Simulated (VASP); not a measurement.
MgInN, 6 atoms in the cell. Symmetry: P4/nmm, No. 129, tetragonal system. The conventional cell has a = 3.589 Å, b = 3.589 Å, c = 7.331 Å, α = 90.00°, β = 90.00°, γ = 90.00°. Mg (site symmetry 4mm) has 4 N at 2.09 Å within 2.8 Å. In (site symmetry 4mm) has 6 Mg at 2.91 to 3.78 Å and 4 N at 3.07 Å and 8 In at 3.46 to 3.59 Å within 3.8 Å. Within 2.8 Å of N (site symmetry -4m2) lie 4 Mg at 2.09 Å and 4 N at 2.54 Å. 

- Program: VASP 6.6.1
- Task: relaxation of cell and atoms
- Functional: PBE
- Potentials or basis: VASP PAW PBE potentials, release 64 (Mg, In_d, N)
- Cutoff: 600 eV
- k mesh: 6 × 6 × 4
- Occupations: gaussian, width 0.1 eV
- Spin: no spin polarisation
- Dipole correction: no
- Further INCAR settings: ALGO = Normal; EDIFF = 1e-06; IBRION = 2; EDIFFG = -0.04; NSW = 90; ISIF = 3

Potentials or basis: VASP PAW PBE potentials, release 64 (Mg, In_d, N).

Launch:

```console
$ cat potpaw_PBE.64/Mg/POTCAR potpaw_PBE.64/In_d/POTCAR potpaw_PBE.64/N/POTCAR > POTCAR
$ mpirun -np 1 vasp_std > vasp.out
```

Hardware: 1 thread of Oxide Virtual Turin-like Processor (shared host).

Task: How long does it take, and how much memory?

Result: Run time: 21 min on 1 thread of Oxide Virtual Turin-like Processor, with other jobs on the host, peak memory 0.25 GiB. Counts: scf iterations 219, k points 30, ion steps 24.
